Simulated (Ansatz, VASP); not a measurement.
## Two plane-wave programs on C

```
C
1.0
     0.00000    1.77727    1.77727
     1.77727    0.00000    1.77727
     1.77727    1.77727    0.00000
C
2
Direct
  0.00000 0.00000 0.00000
  0.25000 0.25000 0.25000
```

Alike in both runs: functional r2SCAN; dispersion D4; k mesh 8 × 8 × 8; no spin polarisation.

Ansatz relaxed the structure, and its values are those at the end. VASP's run is a single point on that final structure, the one shown.

|  | VASP | Ansatz |
| --- | --- | --- |
| version | VASP 6.6.1 | Ansatz 0.2.0 |
| potentials or method | VASP PAW PBE potentials, release 64 (C) | plane waves, PAW |
| plane-wave cutoff (eV) | 520 | 500 |
| occupations | gaussian, width 0.01 eV | fixed |
| valence electrons in the cell | 8 | 8 |

Ansatz gave:

```
pressure (GPa) : 0.0
```

Estimate VASP's values.

pressure (GPa): 1.2.

VASP's potentials were made for PBE, not for r2SCAN.
